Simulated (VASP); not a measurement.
A run of VASP 6.6.1 is set up as follows.

The input POSCAR:

```
BaRe
1.0
    3.7533246390      0.0000000000      0.0000000000
    0.0000000000      3.7533246390      0.0000000000
    0.0000000000      0.0000000000      3.7533246390
Ba Re
1 1
Direct
    0.0000000000      0.0000000000      0.0000000000
    0.5000000000      0.5000000000      0.5000000000
```

Contents of INCAR.step1:

```
PREC = Accurate
ENCUT = 520
ISMEAR = 0
SIGMA = 0.05
LREAL = False
LASPH = True
NELM = 60
NBANDS = 16
GGA = PE
ALGO = Normal
EDIFF = 1E-4
LWAVE = True
LCHARG = False
```

Contents of INCAR.step2:

```
PREC = Accurate
ENCUT = 520
EDIFF = 1E-6
ISMEAR = 0
SIGMA = 0.05
LREAL = False
LASPH = True
NELM = 60
ALGO = Normal
ISIF = 2
LWAVE = False
LCHARG = False
METAGGA = R2SCAN
LMIXTAU = True
NBANDS = 16
ISTART = 1
```

File KPOINTS:

```
regular mesh
0
Gamma
  10 10 10
```

Potentials or basis: VASP PAW PBE potentials, release 64 (Ba_sv, Re).

Command:

```console
$ cat potpaw_PBE.64/Ba_sv/POTCAR potpaw_PBE.64/Re/POTCAR > POTCAR
$ cp INCAR.step1 INCAR
$ mpirun -np 1 vasp_std > vasp.out
$ cp INCAR.step2 INCAR
$ mpirun -np 1 vasp_std > vasp.out
```

Task: What does it give for the band gap on the k mesh?

Result: Zero (an odd number of electrons rules out a gap without spin polarisation).

Task: What does it give for the pressure?

Result: -0.1 GPa.

Caveat: the PAW data sets were made with another functional, which shifts forces and pressure a little; spin-orbit coupling is left out, which moves the levels of the heavy elements.
